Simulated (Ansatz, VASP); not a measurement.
# Two plane-wave programs on Te2Mo

File INCAR:

```
ALGO = Normal
EDIFF = 1E-6
ENCUT = 520
ISIF = 2
ISMEAR = 0
LASPH = T
LCHARG = F
LREAL = F
LWAVE = F
NBANDS = 20
NELM = 100
PREC = Accurate
SIGMA = 0.05
```

Contents of KPOINTS:

```
k-points
0
Gamma
  12 12 2
```

The input POSCAR:

```
Te2Mo
1.0
    3.5602328140      0.0000000000      0.0000000000
   -1.7801164070      3.0832520603      0.0000000000
    0.0000000000      0.0000000000     17.5240578200
Te Mo
2 1
Direct
    0.3333333333      0.6666666667      0.8978554500
    0.3333333333      0.6666666667      0.1021445500
    0.0000000000      0.0000000000      0.0099862715
```

Input for Ansatz:

```yaml
crystal:
  lattice:
    - [3.560232814, 0.0, 0.0]
    - [-1.780116407, 3.0832520603, 0.0]
    - [0.0, 0.0, 17.52405782]
  atoms:
    - { symbol: Te, position: [0.3333333333, 0.6666666667, 0.89785545] }
    - { symbol: Te, position: [0.3333333333, 0.6666666667, 0.10214455] }
    - { symbol: Mo, position: [0.0, 0.0, 0.0099862715] }
basis:
  ecutwfc: 420
kpoints:
  mp_grid: { grid: [12, 12, 2] }
hamiltonian:
  xc: lda
scf:
  occupations: { method: gaussian, width: 0.05 }
output:
  forces: true
  stress: true
  eigenvalues: true
```

Change from the starting cell: all Mo atoms moved +0.175 Å, as atom 3 along Cartesian [0 0 1].

Alike in both runs: task single point; functional LDA; k mesh 12 × 12 × 2; occupations gaussian, width 0.05 eV; no spin polarisation.

|  | VASP | Ansatz |
| --- | --- | --- |
| version | VASP 6.6.1 | Ansatz 0.2.0 |
| potentials or method | VASP PAW LDA potentials, release 64 (Te, Mo_sv), cutoff 520 eV | scalar-relativistic, plane waves, PAW |
| valence electrons in the cell | 26 | 46 |

|  | VASP | Ansatz | Ansatz less VASP |
| --- | --- | --- | --- |
| gap on the k mesh at the Fermi level (eV) | 0.96 | 0.98 | +0.015 |
| least direct gap on the mesh (eV) | 1.07 | 1.07 | -0.001 |
| rms of the force components (eV/Å) | 1.481 | 1.467 | -0.0147 |

LDA's correlation is that of Perdew and Zunger in VASP and of Perdew and Wang (1992) in Ansatz. Atom by atom the forces differ by 0.030 eV/Å (rms over components). VASP's potentials hold 26 valence electrons a cell and Ansatz's 46, so a difference there can come from the potentials and not from the codes.

Neither program's run includes spin-orbit coupling.
